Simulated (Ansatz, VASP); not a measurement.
## One calculation of GaP, two programs

```xyz
2
Lattice="0.0000 2.6957 2.6957 2.6957 0.0000 2.6957 2.6957 2.6957 0.0000" Properties=species:S:1:pos:R:3 pbc="T T T"
Ga    0.0000    0.0000    0.0000
P     4.0435    4.0435    4.0435
```

Alike in both runs: functional LDA; k mesh 8 × 8 × 8; occupations gaussian, width 0.02 eV; no spin polarisation.

Ansatz relaxed the structure, and its values are those at the end. VASP's run is a single point on that final structure, the one shown.

|  | VASP | Ansatz |
| --- | --- | --- |
| version | VASP 6.6.1 | Ansatz 0.2.0 |
| potentials or method | VASP PAW LDA potentials, release 64 (Ga_d, P), cutoff 520 eV | scalar-relativistic, plane waves, PAW |
| valence electrons in the cell | 18 | 18 |

```tsv
	VASP	Ansatz	Ansatz less VASP
gap on the k mesh at the Fermi level (eV)	1.43	1.43	+0.001
least direct gap on the mesh (eV)	1.91	1.88	-0.029
pressure (GPa)	0.1	0.0	-0.08
```

LDA's correlation is that of Perdew and Zunger in VASP and of Perdew and Wang (1992) in Ansatz.
